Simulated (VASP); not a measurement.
# P (Pm-3m) in VASP: notebook

P is run at these levels: LDA; tasks: single point.

All numbers are computed with VASP 6.6.1; they aren't measurements. Logs are shortened: lines on timing, memory, paths and dates and some standing lists are left out, and cuts for length are marked.

## 1. The cell of the first run

The structure is cubic, space group Pm-3m (No. 221). The conventional cell has a = 2.410 Å, b = 2.410 Å, c = 2.410 Å, α = 90.00°, β = 90.00°, γ = 90.00°. Within 3.2 Å of P (site symmetry m-3m) lie 6 P at 2.41 Å.

This isn't the form of P at room conditions, which is orthorhombic.

## 2. Single point, LDA

Contents of INCAR:

```
SYSTEM = P
  PREC = Accurate
  ENCUT = 520
  EDIFF = 1E-6
  ISMEAR = -1
  SIGMA = 0.02
  LREAL = .FALSE.
  LASPH = .TRUE.
  NELM = 80
  ALGO = Normal
  ISIF = 2
  LWAVE = .FALSE.
  LCHARG = .FALSE.
  GGA = CA
  NBANDS = 8
```

Contents of KPOINTS:

```
Automatic mesh
0
G
  17 17 17
  0 0 0
```

Contents of POSCAR:

```
P
1.0
    2.4100634960      0.0000000000      0.0000000000
    0.0000000000      2.4100634960      0.0000000000
    0.0000000000      0.0000000000      2.4100634960
P
1
Direct
    0.0000000000      0.0000000000      0.0000000000
```

Potentials or basis: VASP PAW LDA potentials, release 64 (P).

Started as:

```sh
cat potpaw_LDA.64/P/POTCAR > POTCAR
mpirun -np 1 vasp_std > vasp.out
```

OUTCAR:

```text
SYSTEM = P
   PREC = Accurate
   ENCUT = 520
   EDIFF = 1E-6
   ISMEAR = -1
   LREAL = .FALSE.
   LASPH = .TRUE.
   NELM = 80
   ISIF = 2
   GGA = CA

 ion  position               nearest neighbor table
   1  0.000  0.000  0.000-

  LATTYP: Found a simple cubic cell.
 ALAT       =     2.4100634960

  Lattice vectors:

 A1 = (   2.4100634960,   0.0000000000,   0.0000000000)
 A2 = (   0.0000000000,   2.4100634960,   0.0000000000)
 A3 = (   0.0000000000,   0.0000000000,   2.4100634960)

Analysis of symmetry for initial positions (statically):
=====================================================================
 Subroutine PRICEL returns:
 Original cell was already a primitive cell.

 Routine SETGRP: Setting up the symmetry group for a
 simple cubic supercell.

 Subroutine GETGRP returns: Found 48 space group operations
 (whereof 48 operations were pure point group operations)
 out of a pool of 48 trial point group operations.

The static configuration has the point symmetry O_h .

Analysis of symmetry for dynamics (positions and initial velocities):
=====================================================================
 Subroutine PRICEL returns:
 Original cell was already a primitive cell.

 Routine SETGRP: Setting up the symmetry group for a
 simple cubic supercell.

 Subroutine GETGRP returns: Found 48 space group operations
 (whereof 48 operations were pure point group operations)
 out of a pool of 48 trial point group operations.

The dynamic configuration has the point symmetry O_h .

 Subroutine INISYM returns: Found 48 space group operations
 (whereof 48 operations are pure point group operations),
 and found     1 'primitive' translations

----------------------------------------------------------------------------------------

                                     Primitive cell

  volume of cell :      13.9986

  direct lattice vectors                    reciprocal lattice vectors
     2.410063496  0.000000000  0.000000000     0.414926827  0.000000000  0.000000000
     0.000000000  2.410063496  0.000000000     0.000000000  0.414926827  0.000000000
     0.000000000  0.000000000  2.410063496     0.000000000  0.000000000  0.414926827

  length of vectors
     2.410063496  2.410063496  2.410063496     0.414926827  0.414926827  0.414926827

  position of ions in fractional coordinates (direct lattice)
     0.000000000  0.000000000  0.000000000

  ion indices of the primitive-cell ions
   primitive index   ion index
                 1           1

----------------------------------------------------------------------------------------

 KPOINTS: Automatic mesh

Automatic generation of k-mesh.
 Grid dimensions read from file:
 generate k-points for:   17   17   17

 Generating k-lattice:

  Cartesian coordinates                     Fractional coordinates (reciprocal lattice)
     0.024407460  0.000000000  0.000000000     0.058823529  0.000000000  0.000000000
     0.000000000  0.024407460  0.000000000     0.000000000  0.058823529  0.000000000
     0.000000000  0.000000000  0.024407460     0.000000000  0.000000000  0.058823529

  Length of vectors
     0.024407460  0.024407460  0.024407460

  Shift w.r.t. Gamma in fractional coordinates (k-lattice)
     0.000000000  0.000000000  0.000000000

 Subroutine IBZKPT returns following result:
 ===========================================

 Found    165 irreducible k-points:

 Following reciprocal coordinates:
            Coordinates               Weight
  0.000000  0.000000  0.000000      1.000000
  0.058824  0.000000  0.000000      6.000000
  0.117647  0.000000  0.000000      6.000000
  0.176471  0.000000  0.000000      6.000000
  0.235294  0.000000  0.000000      6.000000
  0.294118  0.000000  0.000000      6.000000
[... 16 lines left out ...]
  0.411765  0.117647  0.000000     24.000000
  0.470588  0.117647  0.000000     24.000000
 [... further k-points ...]
   k-points           NKPTS =    165   k-points in BZ     NKDIM =    165   number of bands    NBANDS=      8
   number of dos      NEDOS =    301   number of ions     NIONS =      1
   total plane-waves  NPLWV =   5832
   dimension x,y,z NGX =    18 NGY =   18 NGZ =   18
   dimension x,y,z NGXF=    36 NGYF=   36 NGZF=   36
   ions per type =               1
   NGX,Y,Z   is equivalent  to a cutoff of  12.42, 12.42, 12.42 a.u.
   NGXF,Y,Z  is equivalent  to a cutoff of  24.83, 24.83, 24.83 a.u.
 SYSTEM =  P
   PREC   = accura    normal or accurate (medium, high low for compatibility)
   ISTART =      0    job   : 0-new  1-cont  2-samecut
   ICHARG =      2    charge: 1-file 2-atom 10-const
   ISPIN  =      1    spin polarized calculation?
   LNONCOLLINEAR =      F non collinear calculations
   LSORBIT =      F    spin-orbit coupling
   LASPH  =      T    aspherical Exc in radial PAW
   ENCUT  =  520.0 eV  38.22 Ry    6.18 a.u.   4.48  4.48  4.48*2*pi/ulx,y,z
   NELM   =     80;   NELMIN=  2; NELMDL= -5     # of ELM steps
   EDIFF  = 0.1E-05   stopping-criterion for ELM
   LREAL  =      F    real-space projection
   EDIFFG = 0.1E-04   stopping-criterion for IOM
   NSW    =      0    number of steps for IOM
   IBRION =     -1    ionic relax: 0-MD 1-quasi-New 2-CG
   NFREE  =      0    steps in history (QN), initial steepest desc. (CG)
   ISIF   =      2    stress and relaxation
   ISYM   =      2    0-nonsym 1-usesym 2-fastsym
   POTIM  = 0.5000    time-step for ionic-motion
   TEBEG  =    0.0;   TEEND  =   0.0 temperature during run
   PSTRESS=    0.0 pullay stress
   NELECT =       5.0000    total number of electrons
   NUPDOWN=      -1.0000    fix difference up-down
   EMIN   =  10.00;   EMAX   =-10.00  energy-range for DOS
   EFERMI =   0.00;   METHOD = LEGACY
   ISMEAR =    -1;   SIGMA  =   0.02  broadening in eV -4-tet -1-fermi 0-gaus
   EFERMI_NEDOS =   21; number of points for ismear=-14 and -15
   IALGO  =     38    algorithm
   IMIX   =      4    mixing-type and parameters
     AMIX     =   0.40;   BMIX     =  1.00
     AMIX_MAG =   1.60;   BMIX_MAG =  1.00
  volume/ion in A,a.u.               =      14.00        94.47
  Fermi-wavevector in a.u.,A,eV,Ry     =   1.161546  2.195003 18.356827  1.349189
  Thomas-Fermi vector in A             =   2.298117
   LORBIT       =      0    0 simple, 1 ext, 2 COOP (PROOUT), +10 PAW based schemes
   GGA     = CA    functional components
   LHFCALC =     F    Hartree Fock is set to
   AEXX    =    0.0000 exact exchange contribution
   IVDW    =     0    specifies the selected vdW correction
   LEPSILON=     F    determine dielectric tensor
   LRPA    =     F    only Hartree local field effects (RPA)
 non-spin polarized calculation
  energy-cutoff  :      520.00
  volume of cell :       14.00
 maximum number of plane-waves:       389
 NGX is ok and might be reduce to    18
   NGX =  9   NGY =  9   NGZ =  9

 number of electron       4.9999997 magnetization

 Free energy of the ion-electron system (eV)
  ---------------------------------------------------
  ext. energy  EPLUGINS =         0.00000000
  ---------------------------------------------------
  free energy    TOTEN  =        -6.05657484 eV

  energy without entropy =       -6.05604237  energy(sigma->0) =       -6.05630860

 E-fermi :  10.0796     XC(G=0): -11.5607

 val. band max:       10.0297907426   @ k =   0.3529   0.2353   0.0000
 cond. band min:      10.0825466874   @ k =   0.3529   0.2353   0.0588
 fundamental gap:      0.0527559447
 Fermi energy:        10.0795711662

 k-point     1 :       0.0000    0.0000    0.0000
  band No.  band energies     occupation
      1      -6.7014      2.00000
      2      15.3294      0.00000
      3      15.3294      0.00000
      4      15.3294      0.00000
      5      16.9559      0.00000
      6      16.9559      0.00000
      7      24.6867      0.00000
      8      35.0419      0.00000

 k-point     2 :       0.0588    0.0000    0.0000
  band No.  band energies     occupation
      1      -6.6200      2.00000
      2      13.7598      0.00000
      3      15.3936      0.00000
      4      15.3936      0.00000
      5      17.0210      0.00000
      6      18.4262      0.00000
      7      24.9629      0.00000
      8      34.4151      0.00000

 k-point     3 :       0.1176    0.0000    0.0000
  band No.  band energies     occupation
      1      -6.3765      2.00000
      2      11.6043      0.00000
      3      15.5846      0.00000
      4      15.5846      0.00000
      5      17.2134      0.00000
      6      20.2197      0.00000
      7      25.8390      0.00000
      8      32.9603      0.00000

 k-point     4 :       0.1765    0.0000    0.0000
  band No.  band energies     occupation
      1      -5.9734      2.00000
      2       9.4760      2.00000
      3      15.8970      0.00000
      4      15.8970      0.00000
      5      17.5236      0.00000
      6      21.6558      0.00000
      7      27.3155      0.00000
      8      31.2312      0.00000

 k-point     5 :       0.2353    0.0000    0.0000
  band No.  band energies     occupation
      1      -5.4157      2.00000
      2       7.4453      2.00000
      3      16.3193      0.00000
      4      16.3193      0.00000
      5      17.9331      0.00000
      6      22.7925      0.00000
      7      29.0725      0.00000
      8      29.4959      0.00000

 k-point     6 :       0.2941    0.0000    0.0000
  band No.  band energies     occupation
      1      -4.7138      2.00000
      2       5.5479      2.00000
      3      16.8294      0.00000
      4      16.8294      0.00000
      5      18.4098      0.00000
      6      23.8126      0.00000
      7      27.8806      0.00000
      8      27.8806      0.00000

 k-point     7 :       0.3529    0.0000    0.0000
  band No.  band energies     occupation
      1      -3.8908      2.00000
      2       3.8199      2.00000
      3      17.3842      0.00000
      4      17.3842      0.00000
      5      18.9006      0.00000
      6      24.8307      0.00000
      7      26.4741      0.00000
      8      26.4741      0.00000

 k-point     8 :       0.4118    0.0000    0.0000
  band No.  band energies     occupation
      1      -3.0104      2.00000
      2       2.3328      2.00000
      3      17.8998      0.00000
      4      17.8998      0.00000
      5      19.3239      0.00000
      6      25.3821      0.00000
      7      25.3821      0.00000
      8      25.8744      0.00000

 k-point     9 :       0.4706    0.0000    0.0000
  band No.  band energies     occupation
      1      -2.2937      2.00000
      2       1.3118      2.00000
      3      18.2328      0.00000
      4      18.2328      0.00000
      5      19.5765      0.00000
      6      24.7588      0.00000
      7      24.7588      0.00000
      8      26.8217      0.00000

 k-point    10 :       0.0588    0.0588    0.0000
  band No.  band energies     occupation
      1      -6.5386      2.00000
      2      13.5144      0.00000
      3      14.2161      0.00000
      4      15.4578      0.00000
      5      17.8659      0.00000
      6      19.0595      0.00000
      7      25.2071      0.00000
      8      33.7543      0.00000
[... 78 lines left out ...]
 k-point    18 :       0.1176    0.1176    0.0000
  band No.  band energies     occupation
      1      -6.0519      2.00000
      2      11.3686      0.00000
      3      12.5262      0.00000
      4      15.8389      0.00000
      5      19.0717      0.00000
      6      22.0632      0.00000
      7      26.4475      0.00000
      8      30.8102      0.00000

 k-point    19 :       0.1765    0.1176    0.0000
  band No.  band energies     occupation
      1      -5.6491      2.00000
      2       9.6670      2.00000
      3      12.4539      0.00000
      4      16.1499      0.00000
      5      19.5829      0.00000
      6      23.5461      0.00000
      7      26.9910      0.00000
      8      29.6248      0.00000

 k-point    20 :       0.2353    0.1176    0.0000
  band No.  band energies     occupation
      1      -5.0919      2.00000
      2       7.7007      2.00000
      3      12.8545      0.00000
      4      16.5703      0.00000
      5      20.0796      0.00000
      6      24.5033      0.00000
      7      26.5390      0.00000
      8      29.7252      0.00000

 k-point    21 :       0.2941    0.1176    0.0000
  band No.  band energies     occupation
      1      -4.3906      2.00000
      2       5.8264      2.00000
      3      13.3896      0.00000
      4      17.0778      0.00000
      5      20.6065      0.00000
      6      24.1955      0.00000
      7      26.3977      0.00000
      8      28.1184      0.00000

 k-point    22 :       0.3529    0.1176    0.0000
  band No.  band energies     occupation
      1      -3.5679      2.00000
      2       4.1095      2.00000
      3      13.9873      0.00000
      4      17.6294      0.00000
      5      21.1052      0.00000
      6      23.0698      0.00000
      7      26.7192      0.00000
      8      27.0716      0.00000

 k-point    23 :       0.4118    0.1176    0.0000
  band No.  band energies     occupation
      1      -2.6871      2.00000
      2       2.6275      2.00000
      3      14.5534      0.00000
      4      18.1413      0.00000
      5      21.3140      0.00000
      6      22.2779      0.00000
      7      25.6333      0.00000
      8      27.8437      0.00000

 k-point    24 :       0.4706    0.1176    0.0000
  band No.  band energies     occupation
      1      -1.9686      2.00000
      2       1.6069      2.00000
      3      14.9256      0.00000
      4      18.4714      0.00000
      5      21.0089      0.00000
      6      22.2408      0.00000
      7      25.0139      0.00000
      8      28.4622      0.00000

 [... further k-points ...]
[... 5 lines left out ...]
  --------------------------------------------------------------------------------------
  -------------------------------------------------------------------------------------
  Total       -0.0142332     -0.0142332     -0.0142332     -0.0000000     -0.0000000      0.0000000
  in kB       -1.6290263     -1.6290263     -1.6290263     -0.0000000     -0.0000000      0.0000000
  external PRESSURE =      -1.6290263 kB  Pullay stress =       0.0000000 kB

 VOLUME and BASIS-vectors are now :
 -----------------------------------------------------------------------------
  energy-cutoff  :      520.00
  volume of cell :       14.00
      direct lattice vectors                 reciprocal lattice vectors
     2.410063496  0.000000000  0.000000000     0.414926827  0.000000000  0.000000000
     0.000000000  2.410063496  0.000000000     0.000000000  0.414926827  0.000000000
     0.000000000  0.000000000  2.410063496     0.000000000  0.000000000  0.414926827

 POSITION                                       TOTAL-FORCE (eV/Angst)
 -----------------------------------------------------------------------------------
      0.00000      0.00000      0.00000         0.000000      0.000000      0.000000
 -----------------------------------------------------------------------------------
    total drift:                                0.000000      0.000000      0.000000

  FREE ENERGIE OF THE ION-ELECTRON SYSTEM (eV)
  ---------------------------------------------------
  free  energy   TOTEN  =        -6.0565748363 eV

  energy  without entropy=       -6.0560423683  energy(sigma->0) =       -6.05630860
```

Run time: 8.9 s. Hardware: 1 thread of Intel Xeon 8259CL, shared host; peak memory 0.12 GiB.

Results:

```
Free energy            : -6.0566 eV
Pressure               : -0.2 GPa
Band gap on the k mesh : zero (an odd number of electrons rules out a gap without spin polarisation)
```

## 3. Single point, LDA

This run uses another cell than the first one, of 13.72 Å³/atom.

Contents of INCAR:

```
SYSTEM = P
  PREC = Accurate
  ENCUT = 520
  EDIFF = 1E-6
  ISMEAR = -1
  SIGMA = 0.02
  LREAL = .FALSE.
  LASPH = .TRUE.
  NELM = 60
  ALGO = Normal
  ISIF = 2
  LWAVE = .FALSE.
  LCHARG = .TRUE.
  LELF = .TRUE.
  LVHAR = .TRUE.
  NBANDS = 8
```

Contents of KPOINTS:

```
regular mesh
0
G
  18 18 18
  0 0 0
```

Contents of POSCAR:

```
P
1.0
    2.3938880859      0.0000000000      0.0000000000
    0.0000000000      2.3938880859      0.0000000000
    0.0000000000      0.0000000000      2.3938880859
P
1
Direct
    0.0000000000      0.0000000000      0.0000000000
```

Potentials or basis: VASP PAW LDA potentials, release 64 (P).

Started as:

```sh
cat potpaw_LDA.64/P/POTCAR > POTCAR
mpirun -np 1 vasp_std > vasp.out
```

Run time: 19 s. Hardware: 1 thread of Intel Xeon 8259CL, shared host; peak memory 0.12 GiB.

It converged, with:

```
Free energy            : -6.0404 eV
Pressure               : 2.7 GPa
Band gap on the k mesh : zero (an odd number of electrons rules out a gap without spin polarisation)
```

Levels at points of the mesh, in eV from the Fermi level:
```
           k point  band 1  band 2  band 3  band 4  band 5  band 6
(0.00, 0.00, 0.00)  -16.96    5.40    5.40    5.40    6.88    6.88
(0.50, 0.00, 0.00)  -12.32   -9.07    8.44    8.44    9.58   14.72
(0.50, 0.50, 0.00)   -7.28   -5.43   -5.43    0.68   11.25   17.40
(0.50, 0.50, 0.50)   -2.12   -2.12   -2.12   -0.88    4.60    4.60
```

[end of part 1 of 2]
